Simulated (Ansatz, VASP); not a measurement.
# Two plane-wave programs on ZnGeP2

```
Zn Ge P
1.0
    -2.75057    2.75057    5.31772
     2.75057   -2.75057    5.31772
     2.75057    2.75057   -5.31772
Zn Ge P
2 2 4
Direct
  0.75000 0.25000 0.50000
  0.00000 0.00000 0.00000
  0.25000 0.75000 0.50000
  0.50000 0.50000 0.00000
  0.13003 0.62500 0.00503
  0.87500 0.86997 0.49497
  0.37500 0.38003 0.50503
  0.61997 0.12500 0.99497
```

Change from the starting cell: epitaxial_xy strain +1.0%.

Alike in both runs: task single point; functional PBE; k mesh 6 × 6 × 6; occupations fermi-dirac, width 0.02 eV; no spin polarisation.

|  | VASP | Ansatz |
| --- | --- | --- |
| version | VASP 6.6.1 | Ansatz 0.2.0 |
| potentials or method | VASP PAW PBE potentials, release 64 (Zn, Ge_d, P) | plane waves, PAW |
| plane-wave cutoff (eV) | 500 | 420 |
| valence electrons in the cell | 72 | 72 |

|  | VASP | Ansatz | Ansatz less VASP |
| --- | --- | --- | --- |
| gap on the k mesh at the Fermi level (eV) | 1.17 | 1.16 | -0.007 |
| pressure (GPa) | 1.5 | 1.5 | +0.03 |
| traceless stress, the component that is largest in VASP (GPa) | 0.80 | 0.80 | +0.003 |
| rms of the force components (eV/Å) | 0.029 | 0.041 | +0.0125 |

Atom by atom the forces differ by 0.013 eV/Å (rms over components). The functional is the same, so the differences come from potentials, cutoffs and numerics.
